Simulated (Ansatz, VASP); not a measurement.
# Rb in VASP and in Ansatz

Contents of INCAR:

```
PREC = Accurate
ENCUT = 520
EDIFF = 1E-6
ISMEAR = 0
SIGMA = 0.1
LREAL = F
LASPH = T
NELM = 80
ALGO = Fast
ISIF = 2
LWAVE = F
LCHARG = F
LDIPOL = T
IDIPOL = 3
DIPOL = 0.5 0.5 0.500
GGA = PS
NBANDS = 26
```

The input KPOINTS:

```
regular mesh
0
Gamma
  9 9 1
```

POSCAR

```
Rb
1.0
    4.9706640160      0.0000000000      0.0000000000
   -2.4853320080      4.3047213115      0.0000000000
    0.0000000000      0.0000000000     27.1452816247
Rb
4
Direct
    0.6666666667      0.3333333333      0.2762911103
    0.3333333333      0.6666666667      0.4254303701
    0.6666666667      0.3333333333      0.5745696299
    0.3333333333      0.6666666667      0.7237088897
```

Input for Ansatz:

```yaml
crystal:
  lattice:
    - [4.970664016, 0.0, 0.0]
    - [-2.485332008, 4.3047213115, 0.0]
    - [0.0, 0.0, 27.1452816247]
  atoms:
    - { symbol: Rb, position: [0.6666666667, 0.3333333333, 0.2762911103] }
    - { symbol: Rb, position: [0.3333333333, 0.6666666667, 0.4254303701] }
    - { symbol: Rb, position: [0.6666666667, 0.3333333333, 0.5745696299] }
    - { symbol: Rb, position: [0.3333333333, 0.6666666667, 0.7237088897] }
basis:
  ecutwfc: 420
kpoints:
  mp_grid: { grid: [9, 9, 1] }
hamiltonian:
  xc: pbesol
scf:
  occupations: { method: gaussian, width: 0.1 }
output:
  forces: true
  stress: true
  eigenvalues: true
efield:
  axis: 3
  dipole_correction: true
  ramp_width: 0.04
```

Alike in both runs: task single point; functional PBEsol; k mesh 9 × 9 × 1; occupations gaussian, width 0.1 eV; no spin polarisation.

|  | VASP | Ansatz |
| --- | --- | --- |
| version | VASP 6.6.1 | Ansatz 0.2.0 |
| potentials or method | VASP PAW PBE potentials, release 64 (Rb_sv), cutoff 520 eV | scalar-relativistic, plane waves, PAW |
| valence electrons in the cell | 36 | 36 |

```tsv
	VASP	Ansatz	Ansatz less VASP
gap on the k mesh at the Fermi level (eV)	none	none	-
rms of the force components (eV/Å)	0.006	0.006	-0.0003
```

VASP's potentials were made for PBE, not for PBEsol. Atom by atom the forces differ by 0.001 eV/Å (rms over components). A gap of «none» marks a metal or a gap that the smearing closes. Ansatz's warnings: vacuum density over bound.
